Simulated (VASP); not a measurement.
Set up this calculation in VASP 6.6.1, as the native input.

* Task: relaxation of cell and atoms
* Functional: PBE
* Potentials or basis: VASP PAW PBE potentials, release 64 (Ta_pv, N)
* Cutoff: 600 eV
* k mesh: 6 × 6 × 6
* Occupations: gaussian, width 0.1 eV
* Spin: no spin polarisation
* Dipole correction: no
* Further INCAR settings: ALGO = Normal; EDIFF = 1e-07; IBRION = 2; EDIFFG = -0.04; NSW = 90; ISIF = 3

The structure of Ta3N lies in POSCAR:

```
Ta3N
1.0
    5.3356437882      0.0000000000      0.0000000000
   -2.6678218941      4.6208030662      0.0000000000
    0.0000000000      0.0000000000      2.9223652142
Ta N
3 1
Direct
    0.6384299545      0.0000000000      0.5000000000
    0.0000000000      0.6384299545      0.5000000000
    0.3615700455      0.3615700455      0.5000000000
    0.0000000000      0.0000000000      0.5000000000
```

The cell was built from a structure type or drawn by symmetry, and may not be a known phase.

These files were run (other wordings do the same):

INCAR

```
ALGO     = Normal         # electronic algorithm
EDIFF    = 1E-7           # SCF threshold, eV
EDIFFG   = -0.04          # ionic threshold
ENCUT    = 600            # plane-wave cutoff, eV
GGA      = PE             # functional
IBRION   = 2              # ionic algorithm
ISIF     = 3              # what is computed and relaxed
ISMEAR   = 0              # smearing method
LASPH    = True           # aspherical terms in the spheres
LCHARG   = False          # write CHGCAR
LREAL    = False          # projectors in reciprocal space
LWAVE    = False          # write WAVECAR
NELM     = 60             # most SCF steps
NSW      = 90             # ionic steps
PREC     = Accurate       # precision mode
SIGMA    = 0.1            # smearing width, eV
```

KPOINTS

```
k-points
0
Gamma
  6 6 6
```

Potentials or basis: VASP PAW PBE potentials, release 64 (Ta_pv, N).

Run with:

```console
$ cat potpaw_PBE.64/Ta_pv/POTCAR potpaw_PBE.64/N/POTCAR > POTCAR
$ mpirun -np 1 vasp_std > vasp.out
```

It gave:

```json
{
 "Relaxed volume": "17.77 Å³/atom",
 "Relaxed cell": "a = 5.379 Å, b = 5.379 Å, c = 2.837 Å, α = 90.00°, β = 90.00°, γ = 120.00°",
 "Space group after relaxing (to 0.1 Å)": "P-62m (No. 189)",
 "Energy gained by relaxing": "13.8 meV/atom",
 "Ionic steps": "5",
 "Pressure after relaxing": "0.1 GPa",
 "Largest force after relaxing": "0.034 eV/Å",
 "Band gap on the k mesh": "zero (bands 19 and 20 overlap by 2.38 eV)"
}
```

Caveat: spin-orbit coupling is left out, which moves the levels of the heavy elements.

Wall time 6.5 min on 1 thread of Intel Xeon 8259CL (shared host), peak memory 0.25 GiB.
